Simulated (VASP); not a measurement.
# Sc (P6_3/mmc) in VASP: notebook, part 2 of 2

VASP 6.6.1. The steps go on from the part before.

## Step 3: Relaxation of cell and atoms, r2SCAN

This run uses another cell than the first one, of 25.00 Å³/atom, 1.007 times its volume.

POSCAR reads:

```
Sc
1.0
    3.3090000000      0.0000000000      0.0000000000
   -1.6545000000      2.8656780600      0.0000000000
    0.0000000000      0.0000000000      5.2733000000
Sc
2
Direct
    0.3333333333      0.6666666667      0.2500000000
    0.6666666667      0.3333333333      0.7500000000
```

INCAR.step1 reads:

```
PREC = Accurate
ENCUT = 600
ISMEAR = 0
SIGMA = 0.1
LREAL = False
LASPH = True
NELM = 60
GGA = PE
ALGO = Normal
EDIFF = 1E-4
LWAVE = True
LCHARG = False
```

INCAR.step2 reads:

```
PREC = Accurate
ENCUT = 600
EDIFF = 1E-6
ISMEAR = 0
SIGMA = 0.1
LREAL = False
LASPH = True
NELM = 60
ALGO = Normal
ISIF = 3
LWAVE = False
LCHARG = False
METAGGA = R2SCAN
LMIXTAU = True
IBRION = 2
NSW = 80
EDIFFG = -0.03
ISTART = 1
```

KPOINTS reads:

```
regular mesh
0
Gamma
  8 8 4
```

Potentials or basis: VASP PAW PBE potentials, release 64 (Sc_sv).

On the command line:

```console
$ cat potpaw_PBE.64/Sc_sv/POTCAR > POTCAR
$ cp INCAR.step1 INCAR
$ mpirun -np 1 vasp_std > vasp.out
$ cp INCAR.step2 INCAR
$ mpirun -np 1 vasp_std > vasp.out
```

OUTCAR:

```text
PREC = Accurate
   ENCUT = 600
   EDIFF = 1E-6
   ISMEAR = 0
   LREAL = False
   LASPH = True
   NELM = 60
   ISIF = 3
   METAGGA = R2SCAN
   IBRION = 2
   NSW = 80
   EDIFFG = -0.03
   ISTART = 1

 ion  position               nearest neighbor table
   1  0.333  0.667  0.250-   2 3.26   2 3.26   2 3.26   2 3.26   2 3.26   2 3.26
   2  0.667  0.333  0.750-   1 3.26   1 3.26   1 3.26   1 3.26   1 3.26   1 3.26

  LATTYP: Found a hexagonal cell.
 ALAT       =     3.3090000000
 C/A-ratio  =     1.5936234512

  Lattice vectors:

 A1 = (   3.3090000000,   0.0000000000,   0.0000000000)
 A2 = (  -1.6545000000,   2.8656780600,   0.0000000000)
 A3 = (   0.0000000000,   0.0000000000,   5.2733000000)

Analysis of symmetry for initial positions (statically):
[... 273 lines left out ...]
      6     -25.3413      2.00000
      7     -25.3413      2.00000
      8     -25.3121      2.00000
      9      -1.8276      2.00000
     10       1.9702      2.00000
     11       4.0926      0.00000
     12       5.4396      0.00000
     13       5.4396      0.00000
     14       5.7196      0.00000
[... 401 lines left out ...]
      2     -47.8305      2.00000
      3     -25.6738      2.00000
      4     -25.6738      2.00000
      5     -25.4259      2.00000
      6     -25.4259      2.00000
      7     -25.4198      2.00000
      8     -25.4198      2.00000
      9       1.7645      2.00000
     10       1.7645      2.00000
     11       3.8123      0.02831
     12       3.8123      0.02831
     13       4.9197      0.00000
     14       4.9197      0.00000
     15       6.2070      0.00000

 [... further k-points ...]

------------------------ aborting loop because EDIFF is reached ----------------------------------------

  FORCE on cell =-STRESS in cart. coord.  units (eV):
  Direction    XX          YY          ZZ          XY          YZ          ZX
  --------------------------------------------------------------------------------------
  -------------------------------------------------------------------------------------
  Total        0.0047461      0.0047461     -0.0308084      0.0000000      0.0000000     -0.0000000
  in kB        0.1524007      0.1524007     -0.9892864      0.0000000      0.0000000     -0.0000000
  external PRESSURE =      -0.2281617 kB  Pullay stress =       0.0000000 kB
[... 17 lines left out ...]
  FREE ENERGIE OF THE ION-ELECTRON SYSTEM (eV)
  ---------------------------------------------------
  free  energy   TOTEN  =       -22.7299076345 eV

  energy  without entropy=      -22.7152421588  energy(sigma->0) =      -22.72257490

 reached required accuracy - stopping structural energy minimisation
```

OUTCAR.step1:

```text
PREC = Accurate
   ENCUT = 600
   ISMEAR = 0
   LREAL = False
   LASPH = True
[... 657 lines left out ...]
     -0.00000      1.91045      1.31832        -0.000000      0.000000      0.000000
      1.65450      0.95523      3.95498         0.000000     -0.000000      0.000000
 -----------------------------------------------------------------------------------
    total drift:                                0.000000     -0.000000      0.000000

  FREE ENERGIE OF THE ION-ELECTRON SYSTEM (eV)
  ---------------------------------------------------
  free  energy   TOTEN  =       -12.5101599450 eV

  energy  without entropy=      -12.4938993359  energy(sigma->0) =      -12.50202964
```

Run time: 3.4 min. Hardware: 1 thread of Intel Xeon 6975P-C, shared host; peak memory 0.21 GiB.

What came out:

* Free energy: -22.7299 eV
* Relaxed volume: 24.95 Å³/atom
* Relaxed cell: a = 3.332 Å, b = 3.332 Å, c = 5.190 Å, α = 90.00°, β = 90.00°, γ = 120.00°
* Space group after relaxing (to 0.05 Å): P6_3/mmc (No. 194)
* Energy gained by relaxing: 2.7 meV/atom
* Ionic steps: 3
* Pressure after relaxing: 0.0 GPa
* Band gap on the k mesh: zero (band 11 reaches 4.75 eV, above the bottom of band 12 at 3.19 eV)

The path:
| step | energy change (eV) | largest force (eV/Å) | pressure (GPa) | volume (Å³) |
| --- | --- | --- | --- | --- |
| 1 | 0.0000 | 0.0000 | -0.06 | 50.00 |
| 2 | -0.0046 | 0.0000 | -0.05 | 49.93 |
| 3 | -0.0054 | 0.0000 | -0.02 | 49.90 |

Final structure:
```
CELL_PARAMETERS angstrom
3.33184 0.00000 0.00000
-1.66592 2.88546 0.00000
0.00000 0.00000 5.18990
ATOMIC_POSITIONS crystal
Sc 0.33333 0.66667 0.25000
Sc 0.66667 0.33333 0.75000
```

Levels at points of the mesh, in eV from the Fermi level:
| k point | band 6 | band 7 | band 8 | band 9 | band 10 | band 11 | band 12 | band 13 | band 14 | band 15 |
| --- | --- | --- | --- | --- | --- | --- | --- | --- | --- | --- |
| (0.00, 0.00, 0.00) | -29.00 | -29.00 | -28.97 | -5.48 | -1.69 | 0.44 | 1.78 | 1.78 | 2.06 | 2.26 |
| (0.50, 0.00, 0.00) | -29.15 | -29.08 | -29.04 | -1.72 | -1.14 | -0.66 | -0.43 | 1.40 | 1.54 | 2.04 |
| (0.00, 0.00, 0.50) | -29.03 | -29.03 | -29.03 | -3.87 | -3.87 | 1.09 | 1.09 | 1.70 | 1.70 | 1.70 |
| (0.50, 0.00, 0.50) | -29.09 | -29.08 | -29.08 | -1.51 | -1.51 | 0.04 | 0.04 | 1.30 | 1.30 | 2.59 |

Caveat: the PAW data sets were made with another functional, which shifts forces and pressure a little.
